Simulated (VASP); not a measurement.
Here is a VASP 6.6.1 calculation.

Contents of INCAR:

```
PREC = Accurate
ENCUT = 690
EDIFF = 1E-6
ISMEAR = 0
SIGMA = 0.05
LREAL = Auto
LASPH = True
NELM = 200
ALGO = Normal
ISIF = 2
LWAVE = False
LCHARG = False
LMAXMIX = 4
LDAU = True
LDAUTYPE = 2
LDAUL = 2 -1
LDAUU = 7 0
LDAUJ = 0 0
LDAUPRINT = 1
GGA = PS
NBANDS = 128
GGA_COMPAT = False
```

KPOINTS

```
Automatic mesh
0
Gamma
  3 3 3
```

Contents of POSCAR:

```
NiGe15
1.0
    0.0000000000      5.6575400000      5.6575400000
    5.6575400000      0.0000000000      5.6575400000
    5.6575400000      5.6575400000      0.0000000000
Ni Ge
1 15
Direct
    1.0000000000      0.0000000000      0.0000000000
    0.0045283752      0.0045283752      0.4954716248
    0.0045283752      0.4954716248      0.0045283752
    0.0045283752      0.4954716248      0.4954716248
    0.4954716248      0.0045283752      0.0045283752
    0.4954716248      0.0045283752      0.4954716248
    0.4954716248      0.4954716248      0.0045283752
    0.5000000000      0.5000000000      0.5000000000
    0.1156763553      0.1156763553      0.1156763553
    0.1156763553      0.1156763553      0.6529709342
    0.1156763553      0.6529709342      0.1156763553
    0.1193427411      0.6268857530      0.6268857530
    0.6529709342      0.1156763553      0.1156763553
    0.6268857530      0.1193427411      0.6268857530
    0.6268857530      0.6268857530      0.1193427411
    0.6268857530      0.6268857530      0.6268857530
```

Potentials or basis: VASP PAW PBE potentials, release 64 (Ni_sv_GW, Ge_d).

The run is started by

```bash
$ cat potpaw_PBE.64/Ni_sv_GW/POTCAR potpaw_PBE.64/Ge_d/POTCAR > POTCAR
$ mpirun -np 1 vasp_std > vasp.out
```

(1) What does it give for the band gap on the k mesh?

(2) Estimate the largest force.

(3) Predict the pressure.

Results:

(1) zero (bands 114 and 115 overlap by 0.97 eV).

(2) 0.053 eV/Å.

(3) -1.4 GPa.

Caveat: the PAW data sets were made with another functional, which shifts forces and pressure a little; U without spin polarisation on a metal has little footing; the U is typed as a test and isn't derived for this compound.
